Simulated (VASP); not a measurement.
# Nb (I4/mmm) in VASP: a series of runs

Runs on Nb. Level: r2SCAN. Tasks: single point.

All numbers are computed with VASP 6.6.1; they aren't measurements. Logs are shortened: lines on timing, memory, paths and dates and some standing lists are left out, and cuts for length are marked.

### Step 1. The cell of the first run

It takes space group I4/mmm (No. 139, tetragonal). Conventional cell: a = 2.991 Å, b = 2.991 Å, c = 4.600 Å, α = 90.00°, β = 90.00°, γ = 90.00°. Nb (site symmetry 4/mmm) has 12 Nb at 2.99 to 3.12 Å within 3.9 Å.

### Step 2. Single point, r2SCAN (strain +0.0875 x Voigt [1, 0, 0, 0, 0, 0])

POSCAR reads:

```
Nb
1.0
    0.0000000000      2.1150000000      2.1150000000
    2.3000625000      0.0000000000      2.1150000000
    2.3000625000      2.1150000000      0.0000000000
Nb
1
Direct
    0.0000000000      0.0000000000      0.0000000000
```

INCAR.step1 reads:

```
PREC = Accurate ; ENCUT = 520
ISMEAR = 0 ; SIGMA = 0.15
LREAL = False ; LASPH = True
NELM = 80 ; NBANDS = 12
GGA = PE ; ALGO = Normal
EDIFF = 1E-4 ; LWAVE = True
LCHARG = False
```

INCAR.step2 reads:

```
PREC = Accurate ; ENCUT = 520
EDIFF = 1E-7 ; ISMEAR = 0
SIGMA = 0.15 ; LREAL = False
LASPH = True ; NELM = 80
ALGO = Normal ; ISIF = 2
LWAVE = False ; LCHARG = True
METAGGA = R2SCAN ; LMIXTAU = True
LELF = True ; LVHAR = True
NBANDS = 12 ; ISTART = 1
```

KPOINTS reads:

```
regular mesh
0
Gamma
  20 20 20
```

Potentials or basis: VASP PAW PBE potentials, release 64 (Nb_sv).

Run with:

```sh
$ cat potpaw_PBE.64/Nb_sv/POTCAR > POTCAR
$ cp INCAR.step1 INCAR
$ mpirun -np 1 vasp_std > vasp.out
$ cp INCAR.step2 INCAR
$ mpirun -np 1 vasp_std > vasp.out
```

OUTCAR:

```text
PREC = Accurate
   ENCUT = 520
   EDIFF = 1E-7
   ISMEAR = 0
   LREAL = False
   LASPH = True
   NELM = 80
   ISIF = 2
   METAGGA = R2SCAN
   ISTART = 1

 ion  position               nearest neighbor table
   1  0.000  0.000  0.000-

  LATTYP: Found a body centered tetragonal cell.
 ALAT       =     2.9910616844
 C/A-ratio  =     1.5379572491

  Lattice vectors:

 A1 = (   2.3000625000,   0.0000000000,   2.1150000000)
 A2 = (   2.3000625000,   0.0000000000,  -2.1150000000)
 A3 = (  -2.3000625000,   2.1150000000,   0.0000000000)

Analysis of symmetry for initial positions (statically):
=====================================================================
 Subroutine PRICEL returns:
 Original cell was already a primitive cell.

 Routine SETGRP: Setting up the symmetry group for a
 body centered tetragonal supercell.

 Subroutine GETGRP returns: Found 16 space group operations
 (whereof 16 operations were pure point group operations)
 out of a pool of 16 trial point group operations.

The static configuration has the point symmetry D_4h.

Analysis of symmetry for dynamics (positions and initial velocities):
=====================================================================
 Subroutine PRICEL returns:
 Original cell was already a primitive cell.

 Routine SETGRP: Setting up the symmetry group for a
 body centered tetragonal supercell.

 Subroutine GETGRP returns: Found 16 space group operations
 (whereof 16 operations were pure point group operations)
 out of a pool of 16 trial point group operations.

The dynamic configuration has the point symmetry D_4h.

 Subroutine INISYM returns: Found 16 space group operations
 (whereof 16 operations are pure point group operations),
 and found     1 'primitive' translations

----------------------------------------------------------------------------------------

                                     Primitive cell

  volume of cell :      20.5774

  direct lattice vectors                    reciprocal lattice vectors
     0.000000000  2.115000000  2.115000000    -0.217385397  0.236406619  0.236406619
     2.300062500  0.000000000  2.115000000     0.217385397 -0.236406619  0.236406619
     2.300062500  2.115000000  0.000000000     0.217385397  0.236406619 -0.236406619

  length of vectors
     2.991061684  3.124661982  3.124661982     0.398788904  0.398788904  0.398788904

  position of ions in fractional coordinates (direct lattice)
     0.000000000  0.000000000  0.000000000

  ion indices of the primitive-cell ions
   primitive index   ion index
                 1           1

----------------------------------------------------------------------------------------

 KPOINTS: regular mesh

Automatic generation of k-mesh.
 Grid dimensions read from file:
 generate k-points for:   20   20   20

 Generating k-lattice:

  Cartesian coordinates                     Fractional coordinates (reciprocal lattice)
    -0.010869270  0.011820331  0.011820331     0.050000000  0.000000000  0.000000000
     0.010869270 -0.011820331  0.011820331     0.000000000  0.050000000  0.000000000
     0.010869270  0.011820331 -0.011820331     0.000000000  0.000000000  0.050000000

  Length of vectors
     0.019939445  0.019939445  0.019939445

  Shift w.r.t. Gamma in fractional coordinates (k-lattice)
     0.000000000  0.000000000  0.000000000

 Subroutine IBZKPT returns following result:
 ===========================================

 Found    641 irreducible k-points:

 Following reciprocal coordinates:
            Coordinates               Weight
  0.000000  0.000000  0.000000      1.000000
  0.050000 -0.000000 -0.000000      8.000000
  0.100000 -0.000000 -0.000000      8.000000
  0.150000 -0.000000 -0.000000      8.000000
  0.200000 -0.000000 -0.000000      8.000000
  0.250000 -0.000000 -0.000000      8.000000
[... 16 lines left out ...]
 -0.400000  0.050000  0.000000     16.000000
 -0.350000  0.050000  0.000000     16.000000
 [... further k-points ...]
   k-points           NKPTS =    641   k-points in BZ     NKDIM =    641   number of bands    NBANDS=     12
   number of dos      NEDOS =    301   number of ions     NIONS =      1
   total plane-waves  NPLWV =  13824
   dimension x,y,z NGX =    24 NGY =   24 NGZ =   24
   dimension x,y,z NGXF=    48 NGYF=   48 NGZF=   48
   ions per type =               1
   NGX,Y,Z   is equivalent  to a cutoff of  13.34, 12.77, 12.77 a.u.
   NGXF,Y,Z  is equivalent  to a cutoff of  26.68, 25.54, 25.54 a.u.
 SYSTEM =  unknown system
   PREC   = accura    normal or accurate (medium, high low for compatibility)
   ISTART =      1    job   : 0-new  1-cont  2-samecut
   ICHARG =      0    charge: 1-file 2-atom 10-const
   ISPIN  =      1    spin polarized calculation?
   LNONCOLLINEAR =      F non collinear calculations
   LSORBIT =      F    spin-orbit coupling
   LASPH  =      T    aspherical Exc in radial PAW
   ENCUT  =  520.0 eV  38.22 Ry    6.18 a.u.   5.56  5.81  5.81*2*pi/ulx,y,z
   NELM   =     80;   NELMIN=  2; NELMDL=  0     # of ELM steps
   EDIFF  = 0.1E-06   stopping-criterion for ELM
   LREAL  =      F    real-space projection
   EDIFFG = 0.1E-05   stopping-criterion for IOM
   NSW    =      0    number of steps for IOM
   IBRION =     -1    ionic relax: 0-MD 1-quasi-New 2-CG
   NFREE  =      0    steps in history (QN), initial steepest desc. (CG)
   ISIF   =      2    stress and relaxation
   ISYM   =      2    0-nonsym 1-usesym 2-fastsym
   POTIM  = 0.5000    time-step for ionic-motion
   TEBEG  =    0.0;   TEEND  =   0.0 temperature during run
   PSTRESS=    0.0 pullay stress
   NELECT =      13.0000    total number of electrons
   NUPDOWN=      -1.0000    fix difference up-down
   EMIN   =  10.00;   EMAX   =-10.00  energy-range for DOS
   EFERMI =   0.00;   METHOD = LEGACY
   ISMEAR =     0;   SIGMA  =   0.15  broadening in eV -4-tet -1-fermi 0-gaus
   EFERMI_NEDOS =   21; number of points for ismear=-14 and -15
   IALGO  =     38    algorithm
   IMIX   =      4    mixing-type and parameters
     AMIX     =   0.40;   BMIX     =  1.00
     AMIX_MAG =   1.60;   BMIX_MAG =  1.00
  volume/ion in A,a.u.               =      20.58       138.86
  Fermi-wavevector in a.u.,A,eV,Ry     =   1.404729  2.654553 26.847873  1.973263
  Thomas-Fermi vector in A             =   2.527261
   LORBIT       =      0    0 simple, 1 ext, 2 COOP (PROOUT), +10 PAW based schemes
   METAGGA = R2SCAN    functional components
   LHFCALC =     F    Hartree Fock is set to
   AEXX    =    0.0000 exact exchange contribution
   IVDW    =     0    specifies the selected vdW correction
   LEPSILON=     F    determine dielectric tensor
   LRPA    =     F    only Hartree local field effects (RPA)
 non-spin polarized calculation
 Gauss-broadening in eV      SIGMA  =   0.15
  energy-cutoff  :      520.00
  volume of cell :       20.58
 maximum number of plane-waves:       576
   NGX = 11   NGY = 11   NGZ = 11

 number of electron      13.0000000 magnetization

 Free energy of the ion-electron system (eV)
  ---------------------------------------------------
  ext. energy  EPLUGINS =         0.00000000
  ---------------------------------------------------
  free energy    TOTEN  =       -24.47962767 eV

  energy without entropy =      -24.46239678  energy(sigma->0) =      -24.47101222

 E-fermi :   9.6766     XC(G=0): -12.8632

 val. band max:        9.6765192947   @ k =  -0.4000   0.2000   0.1000
 cond. band min:       9.6774823993   @ k =   0.1000   0.4500   0.0500
 fundamental gap:      0.0009631046
 Fermi energy:         9.6766140905

 k-point     1 :       0.0000    0.0000    0.0000
  band No.  band energies     occupation
      1     -47.0179      2.00000
      2     -21.8323      2.00000
      3     -21.7854      2.00000
      4     -21.7854      2.00000
      5       3.3619      2.00000
      6       9.2584      1.99992
      7      10.3130      0.00000
      8      10.3130      0.00000
      9      11.6866      0.00000
     10      13.0498      0.00000
     11      21.9678      0.00000
     12      25.1839      0.00000

 k-point     2 :       0.0500   -0.0000   -0.0000
  band No.  band energies     occupation
      1     -47.0144      2.00000
      2     -21.8433      2.00000
      3     -21.8035      2.00000
      4     -21.7872      2.00000
      5       3.4509      2.00000
      6       9.2756      1.99984
      7      10.2605      0.00000
      8      10.3535      0.00000
      9      11.6680      0.00000
     10      13.0013      0.00000
     11      22.1439      0.00000
     12      25.2129      0.00000

 k-point     3 :       0.1000   -0.0000   -0.0000
  band No.  band energies     occupation
      1     -47.0041      2.00000
      2     -21.8989      2.00000
      3     -21.8316      2.00000
      4     -21.7921      2.00000
      5       3.7104      2.00000
      6       9.2986      1.99963
      7      10.1357      0.00002
      8      10.4666      0.00000
      9      11.6393      0.00000
     10      12.8738      0.00000
     11      22.6285      0.00000
     12      25.0199      0.00000

 k-point     4 :       0.1500   -0.0000   -0.0000
  band No.  band energies     occupation
      1     -46.9880      2.00000
      2     -22.0052      2.00000
      3     -21.8545      2.00000
      4     -21.7999      2.00000
      5       4.1164      2.00000
      6       9.2565      1.99993
      7      10.0147      0.00143
      8      10.6230      0.00000
      9      11.6728      0.00000
     10      12.7196      0.00000
     11      23.2436      0.00000
     12      24.3657      0.00000

 k-point     5 :       0.2000   -0.0000   -0.0000
  band No.  band energies     occupation
      1     -46.9676      2.00000
      2     -22.1408      2.00000
      3     -21.8796      2.00000
      4     -21.8096      2.00000
      5       4.6236      2.00000
      6       9.1379      2.00000
      7       9.9220      0.02072
      8      10.7634      0.00000
      9      11.8532      0.00000
     10      12.6237      0.00000
     11      23.1120      0.00000
     12      24.3013      0.00000
[... 228 lines left out ...]
      1     -46.8692      2.00000
      2     -22.7457      2.00000
      3     -21.9971      2.00000
      4     -21.8708      2.00000
      5       6.1019      2.00000
      6       9.3591      1.99724
      7      10.1436      0.00001
      8      10.6756      0.00000
      9      14.0219      0.00000
     10      14.3411      0.00000
     11      19.5314      0.00000
     12      21.7454      0.00000

 k-point    22 :      -0.4500    0.0500    0.0000
  band No.  band energies     occupation
      1     -46.8708      2.00000
      2     -22.7349      2.00000
      3     -21.9948      2.00000
      4     -21.8719      2.00000
      5       6.1008      2.00000
      6       9.3485      1.99802
      7      10.1594      0.00001
      8      10.6319      0.00000
      9      13.9550      0.00000
     10      14.2930      0.00000
     11      19.6230      0.00000
     12      21.7991      0.00000

 k-point    23 :      -0.4000    0.0500    0.0000
  band No.  band energies     occupation
      1     -46.8796      2.00000
      2     -22.6814      2.00000
      3     -21.9847      2.00000
      4     -21.8692      2.00000
      5       6.0842      2.00000
      6       9.3884      1.99343
      7      10.0323      0.00080
      8      10.4669      0.00000
      9      13.6317      0.00000
     10      14.0736      0.00000
     11      20.1123      0.00000
     12      22.1947      0.00000

 k-point    24 :      -0.3500    0.0500    0.0000
  band No.  band energies     occupation
      1     -46.8944      2.00000
      2     -22.5900      2.00000
      3     -21.9676      2.00000
      4     -21.8629      2.00000
      5       6.0032      2.00000
      6       9.4482      1.96869
      7       9.6303      1.33788
      8      10.5242      0.00000
      9      13.1457      0.00000
     10      13.7390      0.00000
     11      20.7877      0.00000
     12      22.9366      0.00000

 [... further k-points ...]

------------------------ aborting loop because EDIFF is reached ----------------------------------------

  FORCE on cell =-STRESS in cart. coord.  units (eV):
  Direction    XX          YY          ZZ          XY          YZ          ZX
  --------------------------------------------------------------------------------------
  -------------------------------------------------------------------------------------
  Total       -0.9109444     -2.3689617     -2.3689617     -0.0000000      0.0000000     -0.0000000
  in kB      -70.9270806   -184.4498266   -184.4498266     -0.0000000      0.0000000     -0.0000000
  external PRESSURE =    -146.6089113 kB  Pullay stress =       0.0000000 kB

 VOLUME and BASIS-vectors are now :
 -----------------------------------------------------------------------------
  energy-cutoff  :      520.00
  volume of cell :       20.58
      direct lattice vectors                 reciprocal lattice vectors
     0.000000000  2.115000000  2.115000000    -0.217385397  0.236406619  0.236406619
     2.300062500  0.000000000  2.115000000     0.217385397 -0.236406619  0.236406619
     2.300062500  2.115000000  0.000000000     0.217385397  0.236406619 -0.236406619

 POSITION                                       TOTAL-FORCE (eV/Angst)
 -----------------------------------------------------------------------------------
      0.00000      0.00000      0.00000         0.000000     -0.000000      0.000000
 -----------------------------------------------------------------------------------
    total drift:                                0.000000      0.000000     -0.000000

  FREE ENERGIE OF THE ION-ELECTRON SYSTEM (eV)
  ---------------------------------------------------
  free  energy   TOTEN  =       -24.4796276654 eV

  energy  without entropy=      -24.4623967819  energy(sigma->0) =      -24.47101222
```

Run time: 10 min. Hardware: 1 thread of Intel Xeon 8259CL, shared host; peak memory 0.27 GiB.

What came out:

| Quantity | Value |
| --- | --- |
| Free energy | -24.4796 eV |
| Pressure | -14.7 GPa |
| Band gap on the k mesh | zero (an odd number of electrons rules out a gap without spin polarisation) |

Caveat: the cell differs from its parent crystal (strain +0.0875 x Voigt [1, 0, 0, 0, 0, 0]); the cell stands under tension; the PAW data sets were made with another functional, which shifts forces and pressure a little.

(Part 1 of 2 ends here.)
